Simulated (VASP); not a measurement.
Here is a VASP 6.6.1 calculation.

Contents of INCAR:

```
SYSTEM = TiAl
PREC = Accurate
ENCUT = 520
EDIFF = 1E-7
ISMEAR = 1
SIGMA = 0.025
LREAL = .False.
LASPH = .True.
NELM = 100
ALGO = Fast
ISIF = 2
LWAVE = .False.
LCHARG = .False.
GGA = PS
NBANDS = 14
```

Contents of KPOINTS:

```
Automatic mesh
0
Gamma
  9 9 5
  0 0 0
```

The input POSCAR:

```
TiAl
1.0
    2.8672622327      0.0000000000      0.0000000000
   -1.4336311163      2.4831219328      0.0000000000
    0.0000000000      0.0000000000      4.6780830000
Ti Al
1 1
Direct
    0.0000000000      0.0000000000      0.0000000000
    0.3333333333      0.6666666667      0.5000000000
```

Potentials or basis: VASP PAW PBE potentials, release 64 (Ti_sv, Al).

Launch:

```sh
$ cat potpaw_PBE.64/Ti_sv/POTCAR potpaw_PBE.64/Al/POTCAR > POTCAR
$ mpirun -np 1 vasp_std > vasp.out
```

Task: Estimate the pressure.

Result: -3.2 GPa.

Stress tensor (GPa, compression positive):
```
-3.54  0.00  0.00
 0.00 -3.54  0.00
 0.00  0.00 -2.63
```

Caveat: the PAW data sets were made with another functional, which shifts forces and pressure a little.
